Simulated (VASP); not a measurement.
# ZnO (P6_3mc) in VASP: a series of runs

The runs below take ZnO through single point, with PBEsol.

Everything below comes from runs of VASP 6.6.1. Logs are shortened: lines on timing, memory, paths and dates and some standing lists are left out, and cuts for length are marked.

**1. The cell of the first run**

It takes space group P6_3mc (No. 186, hexagonal). Conventional cell: a = 3.037 Å, b = 3.037 Å, c = 5.510 Å, α = 90.00°, β = 90.00°, γ = 120.00°. Zn (site symmetry 3m) has 4 O at 1.93 to 1.94 Å within 2.6 Å. Within 2.6 Å of O (site symmetry 3m) lie 4 Zn at 1.93 to 1.94 Å.

**2. Single point, PBEsol (biaxial strain in the a-b plane: -6.0 %, then relaxed in part)**

Input file INCAR:

```
SYSTEM = ZnO
ALGO = Normal ; EDIFF = 1E-7
ENCUT = 520 ; GGA = PS
ISIF = 2 ; ISMEAR = 0
LASPH = .True. ; LCHARG = .False.
LREAL = .False. ; LWAVE = .False.
NBANDS = 26 ; NELM = 60
PREC = Accurate ; SIGMA = 0.02
```

Input file KPOINTS:

```
k-points
0
Gamma
  9 9 6
  0 0 0
```

Input file POSCAR:

```
ZnO
1.0
    3.0366857470      0.0000000000      0.0000000000
   -1.5183428735      2.6298470002      0.0000000000
    0.0000000000      0.0000000000      5.5103344812
Zn O
2 2
Direct
    0.6666666667      0.3333333333      0.5154581986
    0.3333333333      0.6666666667      0.0154581986
    0.6666666667      0.3333333333      0.8648518014
    0.3333333333      0.6666666667      0.3648518014
```

Potentials or basis: VASP PAW PBE potentials, release 64 (Zn, O).

Run with:

```sh
> cat potpaw_PBE.64/Zn/POTCAR potpaw_PBE.64/O/POTCAR > POTCAR
> mpirun -np 1 vasp_std > vasp.out
```

OUTCAR:

```text
SYSTEM = ZnO
   EDIFF = 1E-7
   ENCUT = 520
   GGA = PS
   ISIF = 2
   ISMEAR = 0
   LASPH = .True.
   LREAL = .False.
   NELM = 60
   PREC = Accurate

 ion  position               nearest neighbor table
   1  0.667  0.333  0.515-   3 1.93   4 1.94   4 1.94   4 1.94
   2  0.333  0.667  0.015-   4 1.93   3 1.94   3 1.94   3 1.94
   3  0.667  0.333  0.865-   1 1.93   2 1.94   2 1.94   2 1.94
   4  0.333  0.667  0.365-   2 1.93   1 1.94   1 1.94   1 1.94

  LATTYP: Found a hexagonal cell.
 ALAT       =     3.0366857470
 C/A-ratio  =     1.8145883178

  Lattice vectors:

 A1 = (   3.0366857470,   0.0000000000,   0.0000000000)
 A2 = (  -1.5183428735,   2.6298470002,   0.0000000000)
 A3 = (   0.0000000000,   0.0000000000,   5.5103344812)

Analysis of symmetry for initial positions (statically):
=====================================================================
 Subroutine PRICEL returns:
 Original cell was already a primitive cell.

 Routine SETGRP: Setting up the symmetry group for a
 hexagonal supercell.

 Subroutine GETGRP returns: Found 12 space group operations
 (whereof  6 operations were pure point group operations)
 out of a pool of 24 trial point group operations.

The static configuration has the point symmetry C_3v.
 The point group associated with its full space group is C_6v.

Analysis of symmetry for dynamics (positions and initial velocities):
=====================================================================
 Subroutine PRICEL returns:
 Original cell was already a primitive cell.

 Routine SETGRP: Setting up the symmetry group for a
 hexagonal supercell.

 Subroutine GETGRP returns: Found 12 space group operations
 (whereof  6 operations were pure point group operations)
 out of a pool of 24 trial point group operations.

The dynamic configuration has the point symmetry C_3v.
 The point group associated with its full space group is C_6v.

 Subroutine INISYM returns: Found 12 space group operations
 (whereof  6 operations are pure point group operations),
 and found     1 'primitive' translations

----------------------------------------------------------------------------------------

                                     Primitive cell

  volume of cell :      44.0056

  direct lattice vectors                    reciprocal lattice vectors
     3.036685747  0.000000000  0.000000000     0.329306383  0.190125129  0.000000000
    -1.518342873  2.629847000  0.000000000     0.000000000  0.380250258  0.000000000
     0.000000000  0.000000000  5.510334481     0.000000000  0.000000000  0.181477187

  length of vectors
     3.036685747  3.036685747  5.510334481     0.380250258  0.380250258  0.181477187

  position of ions in fractional coordinates (direct lattice)
     0.666666667  0.333333333  0.515458199
     0.333333333  0.666666667  0.015458199
     0.666666667  0.333333333  0.864851801
     0.333333333  0.666666667  0.364851801

  ion indices of the primitive-cell ions
   primitive index   ion index
                 1           1
                 2           2
                 3           3
                 4           4

----------------------------------------------------------------------------------------

 KPOINTS: k-points

Automatic generation of k-mesh.
 Grid dimensions read from file:
 generate k-points for:    9    9    6

 Generating k-lattice:

  Cartesian coordinates                     Fractional coordinates (reciprocal lattice)
     0.036589598  0.021125014  0.000000000     0.111111111 -0.000000000  0.000000000
     0.000000000  0.042250029  0.000000000     0.000000000  0.111111111  0.000000000
     0.000000000  0.000000000  0.030246198     0.000000000  0.000000000  0.166666667

  Length of vectors
     0.042250029  0.042250029  0.030246198

  Shift w.r.t. Gamma in fractional coordinates (k-lattice)
     0.000000000  0.000000000  0.000000000

 Subroutine IBZKPT returns following result:
 ===========================================

 Found     48 irreducible k-points:

 Following reciprocal coordinates:
            Coordinates               Weight
  0.000000  0.000000  0.000000      1.000000
  0.111111 -0.000000  0.000000      6.000000
  0.222222 -0.000000  0.000000      6.000000
  0.333333 -0.000000  0.000000      6.000000
  0.444444 -0.000000  0.000000      6.000000
  0.111111  0.111111  0.000000      6.000000
[... 16 lines left out ...]
  0.333333  0.222222  0.166667     24.000000
  0.333333  0.333333  0.166667      4.000000
 [... further k-points ...]
   k-points           NKPTS =     48   k-points in BZ     NKDIM =     48   number of bands    NBANDS=     26
   number of dos      NEDOS =    301   number of ions     NIONS =      4
   total plane-waves  NPLWV =  24192
   dimension x,y,z NGX =    24 NGY =   24 NGZ =   42
   dimension x,y,z NGXF=    48 NGYF=   48 NGZF=   84
   ions per type =               2   2
   NGX,Y,Z   is equivalent  to a cutoff of  13.14, 13.14, 12.67 a.u.
   NGXF,Y,Z  is equivalent  to a cutoff of  26.28, 26.28, 25.34 a.u.
 SYSTEM =  ZnO
   PREC   = accura    normal or accurate (medium, high low for compatibility)
   ISTART =      0    job   : 0-new  1-cont  2-samecut
   ICHARG =      2    charge: 1-file 2-atom 10-const
   ISPIN  =      1    spin polarized calculation?
   LNONCOLLINEAR =      F non collinear calculations
   LSORBIT =      F    spin-orbit coupling
   LASPH  =      T    aspherical Exc in radial PAW
   ENCUT  =  520.0 eV  38.22 Ry    6.18 a.u.   5.65  5.65 10.25*2*pi/ulx,y,z
   NELM   =     60;   NELMIN=  2; NELMDL= -5     # of ELM steps
   EDIFF  = 0.1E-06   stopping-criterion for ELM
   LREAL  =      F    real-space projection
   EDIFFG = 0.1E-05   stopping-criterion for IOM
   NSW    =      0    number of steps for IOM
   IBRION =     -1    ionic relax: 0-MD 1-quasi-New 2-CG
   NFREE  =      0    steps in history (QN), initial steepest desc. (CG)
   ISIF   =      2    stress and relaxation
   ISYM   =      2    0-nonsym 1-usesym 2-fastsym
   POTIM  = 0.5000    time-step for ionic-motion
   TEBEG  =    0.0;   TEEND  =   0.0 temperature during run
   PSTRESS=    0.0 pullay stress
   NELECT =      36.0000    total number of electrons
   NUPDOWN=      -1.0000    fix difference up-down
   EMIN   =  10.00;   EMAX   =-10.00  energy-range for DOS
   EFERMI =   0.00;   METHOD = LEGACY
   ISMEAR =     0;   SIGMA  =   0.02  broadening in eV -4-tet -1-fermi 0-gaus
   EFERMI_NEDOS =   21; number of points for ismear=-14 and -15
   IALGO  =     38    algorithm
   IMIX   =      4    mixing-type and parameters
     AMIX     =   0.40;   BMIX     =  1.00
     AMIX_MAG =   1.60;   BMIX_MAG =  1.00
  volume/ion in A,a.u.               =      11.00        74.24
  Fermi-wavevector in a.u.,A,eV,Ry     =   1.531109  2.893377 31.896085  2.344296
  Thomas-Fermi vector in A             =   2.638499
   LORBIT       =      0    0 simple, 1 ext, 2 COOP (PROOUT), +10 PAW based schemes
   GGA     = PS    functional components
   LHFCALC =     F    Hartree Fock is set to
   AEXX    =    0.0000 exact exchange contribution
   IVDW    =     0    specifies the selected vdW correction
   LEPSILON=     F    determine dielectric tensor
   LRPA    =     F    only Hartree local field effects (RPA)
 non-spin polarized calculation
 Gauss-broadening in eV      SIGMA  =   0.02
  energy-cutoff  :      520.00
  volume of cell :       44.01
 maximum number of plane-waves:      1220
 NGX is ok and might be reduce to    24
   NGX = 11   NGY = 11   NGZ = 21

 number of electron      36.0000027 magnetization

 Free energy of the ion-electron system (eV)
  ---------------------------------------------------
  ext. energy  EPLUGINS =         0.00000000
  ---------------------------------------------------
  free energy    TOTEN  =       -19.15317970 eV

  energy without entropy =      -19.15317970  energy(sigma->0) =      -19.15317970

 E-fermi :   1.9804     XC(G=0): -11.6435

 val. band max:        1.8176375408   @ k =   0.0000   0.0000   0.0000
 cond. band min:       2.3931018984   @ k =   0.0000   0.0000   0.0000
 fundamental gap:      0.5754643576
 Fermi energy:         1.9803532130

 k-point     1 :       0.0000    0.0000    0.0000
  band No.  band energies     occupation
      1     -16.8614      2.00000
      2     -16.1447      2.00000
      3      -5.0527      2.00000
      4      -4.6580      2.00000
      5      -4.1912      2.00000
      6      -4.1912      2.00000
[... 18 lines left out ...]
     25      17.4671      0.00000
     26      17.4671      0.00000

 k-point     2 :       0.1111   -0.0000    0.0000
  band No.  band energies     occupation
      1     -16.7706      2.00000
      2     -16.0919      2.00000
      3      -4.8911      2.00000
      4      -4.6025      2.00000
      5      -4.2944      2.00000
      6      -4.1618      2.00000
[... 18 lines left out ...]
     25      16.2371      0.00000
     26      17.3985      0.00000

 k-point     3 :       0.2222   -0.0000    0.0000
  band No.  band energies     occupation
      1     -16.5281      2.00000
      2     -15.9588      2.00000
      3      -4.6867      2.00000
      4      -4.4777      2.00000
      5      -4.2954      2.00000
      6      -4.1059      2.00000
[... 18 lines left out ...]
     25      15.9718      0.00000
     26      16.0371      0.00000

 k-point     4 :       0.3333   -0.0000    0.0000
  band No.  band energies     occupation
      1     -16.2224      2.00000
      2     -15.8162      2.00000
      3      -4.8231      2.00000
      4      -4.4230      2.00000
      5      -4.0786      2.00000
      6      -3.9847      2.00000
[... 18 lines left out ...]
     25      15.3885      0.00000
     26      16.7871      0.00000

 k-point     5 :       0.4444   -0.0000    0.0000
  band No.  band energies     occupation
      1     -15.9881      2.00000
      2     -15.7441      2.00000
      3      -4.7936      2.00000
      4      -4.5517      2.00000
      5      -4.0947      2.00000
      6      -4.0805      2.00000
[... 18 lines left out ...]
     25      15.0252      0.00000
     26      16.9859      0.00000

 k-point     6 :       0.1111    0.1111    0.0000
  band No.  band energies     occupation
      1     -16.6038      2.00000
      2     -15.9988      2.00000
      3      -4.6295      2.00000
      4      -4.5417      2.00000
      5      -4.4107      2.00000
      6      -4.1055      2.00000
[... 427 lines left out ...]
 k-point    21 :       0.4444    0.1111    0.1667
  band No.  band energies     occupation
      1     -15.9067      2.00000
      2     -15.7441      2.00000
      3      -4.7301      2.00000
      4      -4.5847      2.00000
      5      -4.1575      2.00000
      6      -3.9477      2.00000
[... 18 lines left out ...]
     25      15.2598      0.00000
     26      16.4327      0.00000

 k-point    22 :       0.2222    0.2222    0.1667
  band No.  band energies     occupation
      1     -16.0561      2.00000
      2     -15.7827      2.00000
      3      -4.6273      2.00000
      4      -4.5640      2.00000
      5      -4.1109      2.00000
      6      -4.0417      2.00000
[... 18 lines left out ...]
     25      13.9967      0.00000
     26      17.3139      0.00000

 k-point    23 :       0.3333    0.2222    0.1667
  band No.  band energies     occupation
      1     -15.8683      2.00000
      2     -15.7351      2.00000
      3      -4.6278      2.00000
      4      -4.3866      2.00000
      5      -4.1469      2.00000
      6      -3.9209      2.00000
[... 18 lines left out ...]
     25      15.0734      0.00000
     26      16.5534      0.00000

 k-point    24 :       0.3333    0.3333    0.1667
  band No.  band energies     occupation
      1     -15.7615      2.00000
      2     -15.7615      2.00000
      3      -4.6133      2.00000
      4      -4.1541      2.00000
      5      -4.1541      2.00000
      6      -3.9344      2.00000
[... 18 lines left out ...]
     25      15.6296      0.00000
     26      16.7847      0.00000

 [... further k-points ...]
[... 5 lines left out ...]
  --------------------------------------------------------------------------------------
  -------------------------------------------------------------------------------------
  Total        4.1236577      4.1236577      0.3797226      0.0000000      0.0000000      0.0000000
  in kB      150.1360186    150.1360186     13.8251147      0.0000000      0.0000000      0.0000000
  external PRESSURE =     104.6990506 kB  Pullay stress =       0.0000000 kB

 VOLUME and BASIS-vectors are now :
 -----------------------------------------------------------------------------
  energy-cutoff  :      520.00
  volume of cell :       44.01
      direct lattice vectors                 reciprocal lattice vectors
     3.036685747  0.000000000  0.000000000     0.329306383  0.190125129  0.000000000
    -1.518342873  2.629847000  0.000000000     0.000000000  0.380250258  0.000000000
     0.000000000  0.000000000  5.510334481     0.000000000  0.000000000  0.181477187

 POSITION                                       TOTAL-FORCE (eV/Angst)
 -----------------------------------------------------------------------------------
      1.51834      0.87662      2.84035        -0.000000     -0.000000      0.025522
     -0.00000      1.75323      0.08518         0.000000      0.000000      0.025522
      1.51834      0.87662      4.76562         0.000000     -0.000000     -0.025522
     -0.00000      1.75323      2.01046         0.000000      0.000000     -0.025522
 -----------------------------------------------------------------------------------
    total drift:                                0.000001      0.000002      0.001285

  FREE ENERGIE OF THE ION-ELECTRON SYSTEM (eV)
  ---------------------------------------------------
  free  energy   TOTEN  =       -19.1531797023 eV

  energy  without entropy=      -19.1531797023  energy(sigma->0) =      -19.15317970
```

Run time: 38 s. Hardware: 1 thread of Intel Xeon Platinum 8488C (Sapphire Rapids), shared host; peak memory 0.18 GiB.

Results:

* Free energy: -19.1532 eV
* Pressure: 10.5 GPa
* Largest force: 0.026 eV/Å
* Band gap on the k mesh: 0.58 eV, direct

Forces in eV/Å, atoms in the order of the input:
```
Zn   0.000  0.000  0.026
Zn   0.000  0.000  0.026
O    0.000  0.000 -0.026
O    0.000  0.000 -0.026
```

Stress tensor (GPa, compression positive):
```
15.01  0.00  0.00
 0.00 15.01  0.00
 0.00  0.00  1.38
```

Levels at points of the mesh, in eV from the valence-band top:
| k point | band 15 | band 16 | band 17 | band 18 | band 19 | band 20 | band 21 | band 22 |
| --- | --- | --- | --- | --- | --- | --- | --- | --- |
| (0.00, 0.00, 0.00) | -0.86 | -0.41 | 0.00 | 0.00 | 0.58 | 5.92 | 7.40 | 12.43 |
| (0.00, 0.00, 0.50) | -0.43 | -0.43 | -0.43 | -0.43 | 3.35 | 3.35 | 9.73 | 9.73 |

Caveat: the cell differs from its parent crystal (biaxial strain in the a-b plane: -6.0 %, then relaxed in part); the PAW data sets were made with another functional, which shifts forces and pressure a little.

**3. Single point, PBEsol (biaxial strain in the a-b plane: -4.0 %)**

Input file INCAR:

```
PREC     = Accurate       # precision mode
ENCUT    = 520            # plane-wave cutoff, eV
EDIFF    = 1E-6           # SCF threshold, eV
ISMEAR   = 0              # smearing method
SIGMA    = 0.02           # smearing width, eV
LREAL    = False          # projectors in reciprocal space
LASPH    = True           # aspherical terms in the spheres
NELM     = 100            # most SCF steps
ALGO     = Normal         # electronic algorithm
ISIF     = 2              # what is computed and relaxed
LWAVE    = False          # write WAVECAR
LCHARG   = False          # write CHGCAR
GGA      = PS             # functional
NBANDS   = 26             # bands
```

Input file KPOINTS:

```
regular mesh
0
Gamma
  9 9 6
```

Input file POSCAR:

```
ZnO
1.0
    3.1012960820      0.0000000000      0.0000000000
   -1.5506480410      2.6858011917      0.0000000000
    0.0000000000      0.0000000000      5.3390707621
Zn O
2 2
Direct
    0.6666666667      0.3333333333      0.5058056540
    0.3333333333      0.6666666667      0.0058056540
    0.6666666667      0.3333333333      0.8745043460
    0.3333333333      0.6666666667      0.3745043460
```

Potentials or basis: VASP PAW PBE potentials, release 64 (Zn, O).

Run with:

```sh
> cat potpaw_PBE.64/Zn/POTCAR potpaw_PBE.64/O/POTCAR > POTCAR
> mpirun -np 1 vasp_std > vasp.out
```

Wall time 30 s (1 thread of Intel Xeon Platinum 8488C (Sapphire Rapids), shared host); peak memory 0.18 GiB.

The run converged. Its results:

```
Free energy            : -19.2645 eV
Pressure               : 10.5 GPa
Largest force          : 0.337 eV/Å
Band gap on the k mesh : 0.65 eV, direct
```

Forces on the atoms (eV/Å):
```
Zn   0.000  0.000  0.337
Zn   0.000  0.000  0.337
O    0.000  0.000 -0.337
O    0.000  0.000 -0.337
```

Stress tensor (GPa, compression positive):
```
14.34  0.00  0.00
 0.00 14.34  0.00
 0.00  0.00  2.82
```

Levels at points of the mesh, in eV from the valence-band top:
```tsv
k point	band 15	band 16	band 17	band 18	band 19	band 20	band 21	band 22
(0.00, 0.00, 0.00)	-0.81	-0.23	0.00	0.00	0.65	5.60	7.70	12.99
(0.00, 0.00, 0.50)	-0.40	-0.40	-0.40	-0.40	3.40	3.40	9.78	9.78
```

Caveat: the cell differs from its parent crystal (biaxial strain in the a-b plane: -4.0 %); the PAW data sets were made with another functional, which shifts forces and pressure a little.
